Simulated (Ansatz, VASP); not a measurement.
Sn: VASP beside Ansatz

INCAR

```
  PREC = Accurate
  ENCUT = 520
  EDIFF = 1E-6
  ISMEAR = -1
  SIGMA = 0.03
  LREAL = F
  LASPH = T
  NELM = 100
  ALGO = Normal
  ISIF = 2
  LWAVE = F
  LCHARG = F
  NBANDS = 21
```

Contents of KPOINTS:

```
regular mesh
0
Gamma
  9 9 9
```

The input POSCAR:

```
Sn
1.0
    0.0000000000      3.1793446744      3.1793446744
    3.1793446744      0.0000000000      3.1793446744
    3.1793446744      3.1793446744      0.0000000000
Sn
2
Direct
    0.5000000000      0.5000000000      0.5000000000
    0.7500000000      0.7500000000      0.7500000000
```

Input for Ansatz:

```yaml
crystal:
  lattice:
    - [0.0, 3.1793446744, 3.1793446744]
    - [3.1793446744, 0.0, 3.1793446744]
    - [3.1793446744, 3.1793446744, 0.0]
  atoms:
    - { symbol: Sn, position: [0.5, 0.5, 0.5] }
    - { symbol: Sn, position: [0.75, 0.75, 0.75] }
kpoints:
  mp_grid: { grid: [9, 9, 9] }
  band_path:
    path:
      - [0.0, 0.0, 0.0]
      - [0.5, 0.0, 0.5]
      - [0.625, 0.25, 0.625]
      - [0.375, 0.375, 0.75]
      - [0.0, 0.0, 0.0]
      - [0.5, 0.5, 0.5]
      - [0.5, 0.25, 0.75]
      - [0.5, 0.0, 0.5]
    npoints: 5
scf:
  occupations: { method: fermi_dirac, width: 0.03 }
hamiltonian:
  xc: lda
  pseudopotentials: { kind: all_electron, lapw: { basis_error: 0.00025 } }
output:
  forces: true
  stress: true
  eigenvalues: true
```

Change from the starting cell: volume scaled by 0.94.

Alike in both runs: task single point; functional LDA; k mesh 9 × 9 × 9; occupations fermi-dirac, width 0.03 eV; no spin polarisation.

|  | VASP | Ansatz |
| --- | --- | --- |
| version | VASP 6.6.1 | Ansatz 0.2.0 |
| potentials or method | VASP PAW LDA potentials, release 64 (Sn_d), cutoff 520 eV | all-electron LAPW, scalar-relativistic |

|  | VASP | Ansatz | Ansatz less VASP |
| --- | --- | --- | --- |
| pressure (GPa) | 2.8 | 2.7 | -0.03 |

LDA's correlation is that of Perdew and Zunger in VASP and of Perdew and Wang (1992) in Ansatz. Ansatz ran all-electron here, and VASP with PAW potentials.
